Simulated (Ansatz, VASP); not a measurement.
## Pd in VASP and in Ansatz

```
CELL_PARAMETERS angstrom
4.95661 0.00000 0.00000
-2.47830 4.29255 0.00000
0.00000 0.00000 5.32498
ATOMIC_POSITIONS crystal
Pd 0.04462 0.52231 0.58333
Pd 0.47769 0.95538 0.25000
Pd 0.47769 0.52231 0.91667
Pd 0.52231 0.47769 0.41667
Pd 0.52231 0.04462 0.75000
Pd 0.95538 0.47769 0.08333
```

Alike in both runs: task relaxation of cell and atoms; functional PBE; k mesh 9 × 9 × 8; occupations gaussian, width 0.1 eV; no spin polarisation.

```csv
,VASP,Ansatz
version,VASP 6.6.1,Ansatz 0.2.0
potentials or method,"VASP PAW PBE potentials, release 64 (Pd), cutoff 600 eV","scalar-relativistic, plane waves, PAW"
valence electrons in the cell,60,108
```

Ansatz gave:

```
gap on the k mesh at the Fermi level, each at its own relaxed structure (eV) : none
relaxed volume (Å³/atom)                                                     : 18.83
relaxed cell length with the largest relative difference (Å)                 : 4.949
```

Q: Estimate VASP's values.

A: gap on the k mesh at the Fermi level, each at its own relaxed structure (eV): none; relaxed volume (Å³/atom): 18.79; relaxed cell length with the largest relative difference (Å): 4.943.

A gap of «none» marks a metal or a gap that the smearing closes. VASP's potentials hold 60 valence electrons a cell and Ansatz's 108, so a difference there can come from the potentials and not from the codes.
